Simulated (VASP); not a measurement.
# Si: relaxation of cell and atoms with PBE

The system is Si.

```
Si
1.0
    -3.32782    3.32782    3.32782
     3.32782   -3.32782    3.32782
     3.32782    3.32782   -3.32782
Si
8
Direct
  0.20311 0.50000 0.00000
  0.00000 0.20311 0.50000
  0.50000 0.00000 0.20311
  0.29689 0.29689 0.29689
  0.79689 0.50000 0.00000
  0.00000 0.79689 0.50000
  0.50000 0.00000 0.79689
  0.70311 0.70311 0.70311
```

| Item | Value |
| --- | --- |
| Program | VASP 6.6.1 |
| Task | relaxation of cell and atoms |
| Functional | PBE |
| Potentials or basis | VASP PAW PBE potentials, release 64 (Si) |
| Cutoff | 600 eV |
| k mesh | 8 × 8 × 8 |
| Occupations | gaussian, width 0.1 eV |
| Spin | no spin polarisation |
| Dipole correction | no |
| Further INCAR settings | ALGO = Normal; EDIFF = 1e-07; IBRION = 2; EDIFFG = -0.01; NSW = 100; ISIF = 3 |

```
Relaxed volume                         : 18.43 Å³/atom
Relaxed cell                           : a = 5.765 Å, b = 5.765 Å, c = 5.765 Å, α = 109.47°, β = 109.47°, γ = 109.47°
Space group after relaxing (to 0.05 Å) : Ia-3 (No. 206)
Energy gained by relaxing              : 0.0 meV/atom
Ionic steps                            : 2
Pressure after relaxing                : 0.0 GPa
Largest force after relaxing           : 0.006 eV/Å
Band gap on the k mesh                 : zero (band 16 reaches 7.18 eV, above the bottom of band 17 at 7.00 eV)
```

Forces on the atoms (eV/Å):
```
Si   0.004 -0.004 -0.004
Si  -0.004  0.004 -0.004
Si  -0.004 -0.004  0.004
Si   0.004  0.004  0.004
Si  -0.004  0.004  0.004
Si   0.004 -0.004  0.004
Si   0.004  0.004 -0.004
Si  -0.004 -0.004 -0.004
```

Final structure:
```xyz
8
Lattice="-3.3281 3.3281 3.3281 3.3281 -3.3281 3.3281 3.3281 3.3281 -3.3281" Properties=species:S:1:pos:R:3 pbc="T T T"
Si    0.9886   -0.9886    2.3395
Si    2.3395    0.9886   -0.9886
Si    2.3395   -0.9886    4.3167
Si    0.9886    0.9886    0.9886
Si   -0.9886    0.9886    4.3167
Si    0.9886    2.3396    4.3167
Si    0.9886    4.3167   -0.9886
Si    2.3396    2.3396    2.3396
```

Levels at points of the mesh, in eV from the Fermi level:
```
           k point  band 13  band 14  band 15  band 16  band 17  band 18  band 19  band 20
(0.00, 0.00, 0.00)    -4.04    -1.45    -1.45    -0.85     1.69     1.69     1.69     3.67
(0.50, 0.00, 0.00)    -2.14    -2.14    -1.31    -1.31     0.41     0.41     2.01     2.01
(0.50, 0.50, 0.50)    -2.58    -0.58     0.16     0.16     0.16     2.75     2.87     2.87
```

Wall time 97 s on 1 thread of Intel(R) Xeon(R) 6975P-C (Granite Rapids), with other jobs on the host, peak memory 0.36 GiB.
